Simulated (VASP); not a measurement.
Write the native input for VASP 6.6.1 that does the following.

| Property | Result |
| --- | --- |
| Task | single point |
| Functional | PBE |
| Potentials or basis | VASP PAW PBE potentials, release 64 (Hg, Te) |
| Cutoff | 520 eV |
| k mesh | 10 × 10 × 10 |
| Occupations | fermi-dirac, width 0.08 eV |
| Spin | no spin polarisation |
| Dipole correction | no |
| Further INCAR settings | ALGO = Normal; EDIFF = 1e-07; NBANDS = 16 |

The structure of HgTe lies in POSCAR:

```
HgTe
1.0
    0.0000000000      2.9215000000      2.9215000000
    2.9215000000      0.0000000000      2.9215000000
    2.9215000000      2.9215000000      0.0000000000
Hg Te
1 1
Direct
    0.0000000000      0.0000000000      0.0000000000
    0.5000000000      0.5000000000      0.5000000000
```

The input as run:

INCAR

```
SYSTEM = HgTe
PREC     = Accurate       ! precision mode
ENCUT    = 520            ! plane-wave cutoff, eV
EDIFF    = 1E-7           ! SCF threshold, eV
ISMEAR   = -1             ! smearing method
SIGMA    = 0.08           ! smearing width, eV
LREAL    = .FALSE.        ! projectors in reciprocal space
LASPH    = .TRUE.         ! aspherical terms in the spheres
NELM     = 80             ! most SCF steps
ALGO     = Normal         ! electronic algorithm
ISIF     = 2              ! what is computed and relaxed
LWAVE    = .FALSE.        ! write WAVECAR
LCHARG   = .FALSE.        ! write CHGCAR
GGA      = PE             ! functional
NBANDS   = 16             ! bands
```

KPOINTS

```
Automatic mesh
0
G
  10 10 10
  0 0 0
```

Potentials or basis: VASP PAW PBE potentials, release 64 (Hg, Te).

Command:

```console
$ cat potpaw_PBE.64/Hg/POTCAR potpaw_PBE.64/Te/POTCAR > POTCAR
$ mpirun -np 1 vasp_std > vasp.out
```

It gave:

```
Pressure               : 10.6 GPa
Band gap on the k mesh : zero (band 9 reaches 6.37 eV, above the bottom of band 10 at 3.13 eV)
```

Caveat: spin-orbit coupling is left out, which moves the levels of the heavy elements.

It took 34 s on 1 thread of AMD EPYC 7R13 Processor (Zen 3), with other jobs on the host, peak memory 0.17 GiB.
